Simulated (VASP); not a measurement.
# TaS2 (P-3m1) in VASP: a series of runs, part 3 of 3

VASP 6.6.1.

### Step 5. Electric field gradients, PBEsol (equal xx and yy strain of +2 %)

The input, INCAR:

```
SYSTEM = TaS2
  ALGO = Normal
  EDIFF = 1E-8
  ENCUT = 400
  GGA = PS
  GGA_COMPAT = .FALSE.
  ISIF = 2
  ISMEAR = -1
  LASPH = .TRUE.
  LCHARG = .FALSE.
  LEFG = .TRUE.
  LREAL = .FALSE.
  LWAVE = .FALSE.
  NBANDS = 18
  NELM = 120
  PREC = Accurate
  SIGMA = 0.02
```

The input, KPOINTS:

```
k-points
0
G
  8 8 4
  0 0 0
```

The input, POSCAR:

```
TaS2
1.0
    3.4170021630      0.0000000000      0.0000000000
   -1.7085010815      2.9592106780      0.0000000000
    0.0000000000      0.0000000000      5.8600000000
Ta S
1 2
Direct
    0.0000000000      0.0000000000      0.0000000000
    0.3333333333      0.6666666667      0.2500000000
    0.6666666667      0.3333333333      0.7500000000
```

Potentials or basis: VASP PAW PBE potentials, release 64 (Ta_pv, S).

Run with:

```console
$ cat potpaw_PBE.64/Ta_pv/POTCAR potpaw_PBE.64/S/POTCAR > POTCAR
$ mpirun -np 1 vasp_std > vasp.out
```

OUTCAR:

```text
SYSTEM = TaS2
   EDIFF = 1E-8
   ENCUT = 400
   GGA = PS
   ISIF = 2
   ISMEAR = -1
   LASPH = .TRUE.
   LREAL = .FALSE.
   NELM = 120
   PREC = Accurate

 ion  position               nearest neighbor table
   1  0.000  0.000  0.000-   2 2.46   3 2.46   3 2.46   2 2.46   3 2.46   2 2.46
   2  0.333  0.667  0.250-   1 2.46   1 2.46   1 2.46
   3  0.667  0.333  0.750-   1 2.46   1 2.46   1 2.46

[... 728 lines left out ...]
  free  energy   TOTEN  =       -24.4867596634 eV

  energy  without entropy=      -24.4809368051  energy(sigma->0) =      -24.48384823

 Electric field gradients (V/A^2)
---------------------------------------------------------------------
 ion       V_xx      V_yy      V_zz      V_xy      V_xz      V_yz
---------------------------------------------------------------------
   1      64.570    64.569  -129.138    -0.001    -0.000     0.000
   2       8.108     8.107   -16.215    -0.001     0.000    -0.000
   3       8.108     8.107   -16.215    -0.001     0.000    -0.000
---------------------------------------------------------------------

 Electric field gradients after diagonalization (V/A^2)
 (convention: |V_zz| > |V_xx| > |V_yy|)
----------------------------------------------------------------------
 ion       V_xx      V_yy      V_zz     asymmetry (V_yy - V_xx)/ V_zz
----------------------------------------------------------------------
   1      64.570    64.568  -129.138       0.000
   2       8.108     8.107   -16.215       0.000
   3       8.108     8.107   -16.215       0.000
----------------------------------------------------------------------

           NMR quadrupolar parameters

 Cq : quadrupolar parameter    Cq=e*Q*V_zz/h
 eta: asymmetry parameters     (V_yy - V_xx)/ V_zz
 Q  : nuclear electric quadrupole moment in mb (millibarn)
----------------------------------------------------------------------
 ion       Cq(MHz)       eta       Q (mb)
----------------------------------------------------------------------
   1      -0.312       0.000       1.000
   2      -0.039       0.000       1.000
   3      -0.039       0.000       1.000
----------------------------------------------------------------------
```

OSZICAR:

```text
N       E                     dE             d eps       ncg     rms          rms(c)
DAV:   1     0.123648691026E+03    0.12365E+03   -0.10169E+04  1276   0.940E+02
DAV:   2    -0.205831623939E+02   -0.14423E+03   -0.14131E+03  1638   0.252E+02
DAV:   3    -0.259955280531E+02   -0.54124E+01   -0.53914E+01  1678   0.480E+01
DAV:   4    -0.260517399943E+02   -0.56212E-01   -0.56180E-01  1620   0.537E+00
DAV:   5    -0.260527174038E+02   -0.97741E-03   -0.97731E-03  1630   0.686E-01    0.193E+01
DAV:   6    -0.246167693405E+02    0.14359E+01   -0.55444E+00  1422   0.145E+01    0.981E+00
DAV:   7    -0.245049379833E+02    0.11183E+00   -0.62085E-01  1400   0.457E+00    0.434E+00
DAV:   8    -0.244896450221E+02    0.15293E-01   -0.13293E-01  1542   0.224E+00    0.916E-01
DAV:   9    -0.244869091510E+02    0.27359E-02   -0.79492E-03  1552   0.628E-01    0.421E-01
DAV:  10    -0.244867459320E+02    0.16322E-03   -0.21659E-03  1514   0.277E-01    0.105E-01
DAV:  11    -0.244867463805E+02   -0.44849E-06   -0.25772E-04  1364   0.913E-02    0.305E-02
DAV:  12    -0.244867585091E+02   -0.12129E-04   -0.19556E-05  1488   0.323E-02    0.105E-02
DAV:  13    -0.244867595443E+02   -0.10352E-05   -0.54050E-06  1408   0.149E-02    0.550E-03
DAV:  14    -0.244867596411E+02   -0.96826E-07   -0.76402E-07  1572   0.499E-03    0.223E-03
DAV:  15    -0.244867596443E+02   -0.31705E-08   -0.10006E-07  1654   0.211E-03    0.128E-03
DAV:  16    -0.244867596660E+02   -0.21671E-07   -0.70685E-09   860   0.503E-04    0.247E-04
DAV:  17    -0.244867596634E+02    0.25677E-08   -0.11676E-09   676   0.220E-04
   1 F= -.24486760E+02 E0= -.24483848E+02  d E =-.582286E-02
```

stdout:

```text
POSCAR found type information on POSCAR TaS
 POSCAR found :  2 types and       3 ions
 scaLAPACK will be used
 -----------------------------------------------------------------------------
|                                                                             |
|                                                                             |
|     You enforced a specific xc type in the INCAR file but a different       |
|     I HOPE YOU KNOW WHAT YOU ARE DOING!                                     |
|                                                                             |
 -----------------------------------------------------------------------------

 LDA part: xc-table for (Slater+PW92), standard interpolation
 POSCAR, INCAR and KPOINTS ok, starting setup
 FFT: planning ... GRIDC
 FFT: planning ... GRID_SOFT
 FFT: planning ... GRID
 WAVECAR not read
 entering main loop
ion   1

ion   2

ion   3
```

Wall time 23 s (1 thread of Intel Xeon Platinum 8375C at 2.90GHz (Ice Lake), shared host); peak memory 0.17 GiB.

What came out:

- Free energy: -24.4868 eV
- Pressure: -1.0 GPa
- Largest force: 0.460 eV/Å
- Band gap on the k mesh: zero (an odd number of electrons rules out a gap without spin polarisation)
- Largest electric field gradient by atom: Ta -129.1; S -16.2 V/Å²

Forces on the atoms (eV/Å):
```
Ta   0.000  0.000  0.000
S    0.000  0.000  0.460
S    0.000  0.000 -0.460
```

Stress tensor (GPa, compression positive):
```
-3.21  0.00  0.00
 0.00 -3.21  0.00
 0.00  0.00  3.32
```

Levels at points of the mesh, in eV from the Fermi level:
| k point | band 10 | band 11 | band 12 | band 13 | band 14 | band 15 |
| --- | --- | --- | --- | --- | --- | --- |
| (0.00, 0.00, 0.00) | -0.90 | -0.90 | -0.04 | -0.04 | 0.35 | 3.91 |
| (0.50, 0.00, 0.00) | -3.44 | -2.35 | -0.77 | 2.16 | 2.61 | 4.41 |
| (0.00, 0.00, 0.50) | -1.04 | -1.04 | -0.07 | -0.07 | 1.13 | 4.34 |
| (0.50, 0.00, 0.50) | -2.21 | -2.06 | -1.15 | 2.15 | 2.61 | 4.31 |

Electric field gradients, principal values (V/Å²):
```
atom   least  middle  greatest (by size)
1 Ta  64.568  64.570            -129.138
 2 S   8.107   8.108             -16.215
 3 S   8.107   8.108             -16.215
```

Caveat: the cell differs from its parent crystal (equal xx and yy strain of +2 %); without QUAD_EFG the Cq values of the log hold for a quadrupole moment of 1 mb, not for the nuclei; the PAW data sets were made with another functional, which shifts forces and pressure a little; spin-orbit coupling is left out, which moves the levels of the heavy elements; this functional lacks dispersion, which binds the layers, so the pressure and a relaxed spacing across them are unreliable.

### Step 6. The runs side by side

| cell | gap on the mesh (eV) | pressure (GPa) | largest force (eV/Å) |
| --- | --- | --- | --- |
| a = 3.317, b = 3.317, c = 5.860 Å, angles 90.0, 90.0, 120.0°, 3 atoms | none | 7.7 | 1.31 |
| a = 3.384, b = 3.384, c = 5.860 Å, angles 90.0, 90.0, 120.0°, 3 atoms | none | 1.6 | 0.72 |
| a = 3.417, b = 3.417, c = 5.860 Å, angles 90.0, 90.0, 120.0°, 3 atoms | none | -1.0 | 0.46 |

Alike in all rows: task electric field gradients; level PBEsol; potentials or basis VASP PAW PBE potentials, release 64 (Ta_pv, S); no spin polarisation; k mesh 8 × 8 × 4; cutoff (eV) 400; smearing fermi-dirac 0.02 eV.

Caveats: the PAW data sets were made with another functional, which shifts forces and pressure a little; spin-orbit coupling is left out, which moves the levels of the heavy elements; this functional lacks dispersion, which binds the layers, so the pressure and a relaxed spacing across them are unreliable; the cell stands under pressure (at least some runs).

Total energies depend on the potentials used, so only differences within one code and one set of settings carry meaning.
